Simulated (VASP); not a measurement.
# Si7Ge (P-42m) in VASP: single point with r2SCAN

Aim: the single point of Si7Ge with r2SCAN.

All numbers are computed with VASP 6.6.1; they aren't measurements. Logs are shortened: lines on timing, memory, paths and dates and some standing lists are left out, and cuts for length are marked.

### 1 The cell of the first run

The structure is tetragonal, space group P-42m (No. 111). The conventional cell has a = 5.741 Å, b = 5.741 Å, c = 5.468 Å, α = 90.00°, β = 90.00°, γ = 90.00°. Si (site symmetry m) has 3 Si at 2.44 Å and 1 Ge at 2.47 Å within 3.2 Å. Within 3.2 Å of Si (site symmetry 222) lie 4 Si at 2.44 Å. Within 3.2 Å of Si (site symmetry -42m) lie 4 Si at 2.44 Å. Within 3.3 Å of Ge (site symmetry -42m) lie 4 Si at 2.47 Å.

### 2 Single point, r2SCAN (strain +0.050 along x and y, +0.000 along z)

The input, POSCAR:

```
Si7Ge
1.0
    5.7413668519      0.0000000000      0.0000000000
    0.0000000000      5.7413668519      0.0000000000
    0.0000000000      0.0000000000      5.4679684304
Si Ge
7 1
Direct
    0.2524307582      0.2524307582      0.2524307582
    0.0000000000      0.5000000000      0.5000000000
    0.5000000000      0.5000000000      0.0000000000
    0.5000000000      0.0000000000      0.5000000000
    0.7475692418      0.2524307582      0.7475692418
    0.7475692418      0.7475692418      0.2524307582
    0.2524307582      0.7475692418      0.7475692418
    0.0000000000      0.0000000000      0.0000000000
```

The input, INCAR.step1:

```
ALGO = Normal
EDIFF = 1E-4
ENCUT = 520
GGA = PE
ISMEAR = 0
LASPH = True
LCHARG = False
LREAL = False
LWAVE = True
NBANDS = 31
NELM = 100
PREC = Accurate
SIGMA = 0.05
```

The input, INCAR.step2:

```
ALGO = Normal
EDIFF = 1E-7
ENCUT = 520
ISIF = 2
ISMEAR = 0
ISTART = 1
LASPH = True
LCHARG = True
LELF = True
LMIXTAU = True
LREAL = False
LVHAR = True
LWAVE = False
METAGGA = R2SCAN
NBANDS = 31
NELM = 100
PREC = Accurate
SIGMA = 0.05
```

The input, KPOINTS:

```
k-points
0
Gamma
  6 6 6
```

Potentials or basis: VASP PAW PBE potentials, release 64 (Si, Ge_d).

Started as:

```bash
$ cat potpaw_PBE.64/Si/POTCAR potpaw_PBE.64/Ge_d/POTCAR > POTCAR
$ cp INCAR.step1 INCAR
$ mpirun -np 1 vasp_std > vasp.out
$ cp INCAR.step2 INCAR
$ mpirun -np 1 vasp_std > vasp.out
```

OUTCAR:

```text
EDIFF = 1E-7
   ENCUT = 520
   ISIF = 2
   ISMEAR = 0
   ISTART = 1
   LASPH = True
   LREAL = False
   METAGGA = R2SCAN
   NELM = 100
   PREC = Accurate

 ion  position               nearest neighbor table
   1  0.252  0.252  0.252-   3 2.44   2 2.44   4 2.44   8 2.47
   2  0.000  0.500  0.500-   1 2.44   5 2.44   6 2.44   7 2.44
   3  0.500  0.500  0.000-   1 2.44   5 2.44   6 2.44   7 2.44
   4  0.500  0.000  0.500-   1 2.44   5 2.44   6 2.44   7 2.44
   5  0.748  0.252  0.748-   3 2.44   2 2.44   4 2.44   8 2.47
   6  0.748  0.748  0.252-   3 2.44   2 2.44   4 2.44   8 2.47
   7  0.252  0.748  0.748-   3 2.44   2 2.44   4 2.44   8 2.47
   8  0.000  0.000  0.000-   1 2.47   5 2.47   6 2.47   7 2.47

  LATTYP: Found a simple tetragonal cell.
 ALAT       =     5.7413668519
 C/A-ratio  =     0.9523809524

  Lattice vectors:

 A1 = (   5.7413668519,   0.0000000000,   0.0000000000)
 A2 = (   0.0000000000,   5.7413668519,   0.0000000000)
 A3 = (   0.0000000000,   0.0000000000,   5.4679684304)

Analysis of symmetry for initial positions (statically):
=====================================================================
 Subroutine PRICEL returns:
 Original cell was already a primitive cell.

 Routine SETGRP: Setting up the symmetry group for a
 simple tetragonal supercell.

 Subroutine GETGRP returns: Found  8 space group operations
 (whereof  8 operations were pure point group operations)
 out of a pool of 16 trial point group operations.

The static configuration has the point symmetry D_2d.

Analysis of symmetry for dynamics (positions and initial velocities):
=====================================================================
 Subroutine PRICEL returns:
 Original cell was already a primitive cell.

 Routine SETGRP: Setting up the symmetry group for a
 simple tetragonal supercell.

 Subroutine GETGRP returns: Found  8 space group operations
 (whereof  8 operations were pure point group operations)
 out of a pool of 16 trial point group operations.

The dynamic configuration has the point symmetry D_2d.

 Subroutine INISYM returns: Found  8 space group operations
 (whereof  8 operations are pure point group operations),
 and found     1 'primitive' translations

----------------------------------------------------------------------------------------

                                     Primitive cell

  volume of cell :     180.2422

  direct lattice vectors                    reciprocal lattice vectors
     5.741366852  0.000000000  0.000000000     0.174174552  0.000000000  0.000000000
     0.000000000  5.741366852  0.000000000     0.000000000  0.174174552  0.000000000
     0.000000000  0.000000000  5.467968430     0.000000000  0.000000000  0.182883280

  length of vectors
     5.741366852  5.741366852  5.467968430     0.174174552  0.174174552  0.182883280

  position of ions in fractional coordinates (direct lattice)
     0.252430758  0.252430758  0.252430758
     0.000000000  0.500000000  0.500000000
     0.500000000  0.500000000  0.000000000
     0.500000000  0.000000000  0.500000000
     0.747569242  0.252430758  0.747569242
     0.747569242  0.747569242  0.252430758
     0.252430758  0.747569242  0.747569242
     0.000000000  0.000000000  0.000000000

  ion indices of the primitive-cell ions
   primitive index   ion index
                 1           1
                 2           2
                 3           3
                 4           4
                 5           5
                 6           6
                 7           7
                 8           8

----------------------------------------------------------------------------------------

 KPOINTS: k-points

Automatic generation of k-mesh.
 Grid dimensions read from file:
 generate k-points for:    6    6    6

 Generating k-lattice:

  Cartesian coordinates                     Fractional coordinates (reciprocal lattice)
     0.029029092  0.000000000  0.000000000     0.166666667  0.000000000  0.000000000
     0.000000000  0.029029092  0.000000000     0.000000000  0.166666667  0.000000000
     0.000000000  0.000000000  0.030480547     0.000000000  0.000000000  0.166666667

  Length of vectors
     0.029029092  0.029029092  0.030480547

  Shift w.r.t. Gamma in fractional coordinates (k-lattice)
     0.000000000  0.000000000  0.000000000

 Subroutine IBZKPT returns following result:
 ===========================================

 Found     40 irreducible k-points:

 Following reciprocal coordinates:
            Coordinates               Weight
  0.000000  0.000000  0.000000      1.000000
  0.166667  0.000000  0.000000      4.000000
  0.333333  0.000000  0.000000      4.000000
  0.500000  0.000000  0.000000      2.000000
  0.166667  0.166667  0.000000      4.000000
  0.333333  0.166667  0.000000      8.000000
[... 16 lines left out ...]
  0.333333  0.000000  0.333333      8.000000
  0.500000  0.000000  0.333333      4.000000
 [... further k-points ...]
   k-points           NKPTS =     40   k-points in BZ     NKDIM =     40   number of bands    NBANDS=     31
   number of dos      NEDOS =    301   number of ions     NIONS =      8
   total plane-waves  NPLWV =  96768
   dimension x,y,z NGX =    48 NGY =   48 NGZ =   42
   dimension x,y,z NGXF=    96 NGYF=   96 NGZF=   84
   ions per type =               7   1
   NGX,Y,Z   is equivalent  to a cutoff of  13.90, 13.90, 12.77 a.u.
   NGXF,Y,Z  is equivalent  to a cutoff of  27.80, 27.80, 25.54 a.u.
 SYSTEM =  unknown system
   PREC   = accura    normal or accurate (medium, high low for compatibility)
   ISTART =      1    job   : 0-new  1-cont  2-samecut
   ICHARG =      0    charge: 1-file 2-atom 10-const
   ISPIN  =      1    spin polarized calculation?
   LNONCOLLINEAR =      F non collinear calculations
   LSORBIT =      F    spin-orbit coupling
   LASPH  =      T    aspherical Exc in radial PAW
   ENCUT  =  520.0 eV  38.22 Ry    6.18 a.u.  10.68 10.68 10.17*2*pi/ulx,y,z
   NELM   =    100;   NELMIN=  2; NELMDL=  0     # of ELM steps
   EDIFF  = 0.1E-06   stopping-criterion for ELM
   LREAL  =      F    real-space projection
   EDIFFG = 0.1E-05   stopping-criterion for IOM
   NSW    =      0    number of steps for IOM
   IBRION =     -1    ionic relax: 0-MD 1-quasi-New 2-CG
   NFREE  =      0    steps in history (QN), initial steepest desc. (CG)
   ISIF   =      2    stress and relaxation
   ISYM   =      2    0-nonsym 1-usesym 2-fastsym
   POTIM  = 0.5000    time-step for ionic-motion
   TEBEG  =    0.0;   TEEND  =   0.0 temperature during run
   PSTRESS=    0.0 pullay stress
   NELECT =      42.0000    total number of electrons
   NUPDOWN=      -1.0000    fix difference up-down
   EMIN   =  10.00;   EMAX   =-10.00  energy-range for DOS
   EFERMI =   0.00;   METHOD = LEGACY
   ISMEAR =     0;   SIGMA  =   0.05  broadening in eV -4-tet -1-fermi 0-gaus
   EFERMI_NEDOS =   21; number of points for ismear=-14 and -15
   IALGO  =     38    algorithm
   IMIX   =      4    mixing-type and parameters
     AMIX     =   0.40;   BMIX     =  1.00
     AMIX_MAG =   1.60;   BMIX_MAG =  1.00
  volume/ion in A,a.u.               =      22.53       152.04
  Fermi-wavevector in a.u.,A,eV,Ry     =   1.007409  1.903727 13.808178  1.014872
  Thomas-Fermi vector in A             =   2.140212
   LORBIT       =      0    0 simple, 1 ext, 2 COOP (PROOUT), +10 PAW based schemes
   METAGGA = R2SCAN    functional components
   LHFCALC =     F    Hartree Fock is set to
   AEXX    =    0.0000 exact exchange contribution
   IVDW    =     0    specifies the selected vdW correction
   LEPSILON=     F    determine dielectric tensor
   LRPA    =     F    only Hartree local field effects (RPA)
 non-spin polarized calculation
 Gauss-broadening in eV      SIGMA  =   0.05
  energy-cutoff  :      520.00
  volume of cell :      180.24
 maximum number of plane-waves:      4880
 NGX is ok and might be reduce to    48
   NGX = 21   NGY = 21   NGZ = 21

 number of electron      42.0000004 magnetization

 Free energy of the ion-electron system (eV)
  ---------------------------------------------------
  ext. energy  EPLUGINS =         0.00000000
  ---------------------------------------------------
  free energy    TOTEN  =       -74.73893831 eV

  energy without entropy =      -74.73893831  energy(sigma->0) =      -74.73893831

 E-fermi :   5.0420     XC(G=0):  -9.5766

 val. band max:        4.8435045092   @ k =   0.0000   0.0000   0.0000
 cond. band min:       5.2411307641   @ k =   0.0000   0.0000   0.1667
 fundamental gap:      0.3976262550
 Fermi energy:         5.0420475321

 k-point     1 :       0.0000    0.0000    0.0000
  band No.  band energies     occupation
      1     -20.1458      2.00000
      2     -20.1458      2.00000
      3     -20.1438      2.00000
      4     -20.1254      2.00000
      5     -20.1195      2.00000
      6      -7.3107      2.00000
[... 23 lines left out ...]
     30       7.4138      0.00000
     31       7.4138      0.00000

 k-point     2 :       0.1667    0.0000    0.0000
  band No.  band energies     occupation
      1     -20.1458      2.00000
      2     -20.1458      2.00000
      3     -20.1438      2.00000
      4     -20.1254      2.00000
      5     -20.1195      2.00000
      6      -7.1985      2.00000
[... 23 lines left out ...]
     30       7.7152      0.00000
     31       8.0098      0.00000

 k-point     3 :       0.3333    0.0000    0.0000
  band No.  band energies     occupation
      1     -20.1459      2.00000
      2     -20.1458      2.00000
      3     -20.1438      2.00000
      4     -20.1254      2.00000
      5     -20.1194      2.00000
      6      -6.8648      2.00000
[... 703 lines left out ...]
     30       8.9377      0.00000
     31       9.3553      0.00000

 k-point    24 :       0.5000    0.0000    0.3333
  band No.  band energies     occupation
      1     -20.1459      2.00000
      2     -20.1459      2.00000
      3     -20.1438      2.00000
      4     -20.1253      2.00000
      5     -20.1194      2.00000
      6      -5.9805      2.00000
[... 23 lines left out ...]
     30       9.5583      0.00000
     31       9.6177      0.00000

 [... further k-points ...]

------------------------ aborting loop because EDIFF is reached ----------------------------------------

  FORCE on cell =-STRESS in cart. coord.  units (eV):
  Direction    XX          YY          ZZ          XY          YZ          ZX
  --------------------------------------------------------------------------------------
  -------------------------------------------------------------------------------------
  Total      -10.2233128    -10.2233128     -5.1282028      0.0000000      0.0000000      0.0000000
  in kB      -90.8752544    -90.8752544    -45.5847086      0.0000000      0.0000000      0.0000000
  external PRESSURE =     -75.7784058 kB  Pullay stress =       0.0000000 kB

 VOLUME and BASIS-vectors are now :
 -----------------------------------------------------------------------------
  energy-cutoff  :      520.00
  volume of cell :      180.24
      direct lattice vectors                 reciprocal lattice vectors
     5.741366852  0.000000000  0.000000000     0.174174552  0.000000000  0.000000000
     0.000000000  5.741366852  0.000000000     0.000000000  0.174174552  0.000000000
     0.000000000  0.000000000  5.467968430     0.000000000  0.000000000  0.182883280

 POSITION                                       TOTAL-FORCE (eV/Angst)
 -----------------------------------------------------------------------------------
      1.44930      1.44930      1.38028         0.014320      0.014320      0.021704
      0.00000      2.87068      2.73398         0.000000      0.000000      0.000000
      2.87068      2.87068      0.00000         0.000000      0.000000      0.000000
      2.87068      0.00000      2.73398         0.000000      0.000000      0.000000
      4.29207      1.44930      4.08769        -0.014320      0.014320     -0.021704
      4.29207      4.29207      1.38028        -0.014320     -0.014320      0.021704
      1.44930      4.29207      4.08769         0.014320     -0.014320     -0.021704
      0.00000      0.00000      0.00000         0.000000      0.000000      0.000000
 -----------------------------------------------------------------------------------
    total drift:                               -0.000000     -0.000000     -0.000000

  FREE ENERGIE OF THE ION-ELECTRON SYSTEM (eV)
  ---------------------------------------------------
  free  energy   TOTEN  =       -74.7389383128 eV

  energy  without entropy=      -74.7389383127  energy(sigma->0) =      -74.73893831
```

It took 14 min on 1 thread of Oxide Virtual Turin-like, shared host; peak memory 0.41 GiB.

Results:

* Free energy: -74.7389 eV
* Pressure: -7.6 GPa
* Largest force: 0.030 eV/Å
* Band gap on the k mesh: 0.40 eV (least direct gap 0.47 eV)

Forces on the atoms (eV/Å):
```
Si   0.014  0.014  0.022
Si   0.000  0.000  0.000
Si   0.000  0.000  0.000
Si   0.000  0.000  0.000
Si  -0.014  0.014 -0.022
Si  -0.014 -0.014  0.022
Si   0.014 -0.014 -0.022
Ge   0.000  0.000  0.000
```

Caveat: the cell differs from its parent crystal (strain +0.050 along x and y, +0.000 along z); the cell stands under tension; the PAW data sets were made with another functional, which shifts forces and pressure a little. A k mesh can miss the band edges.
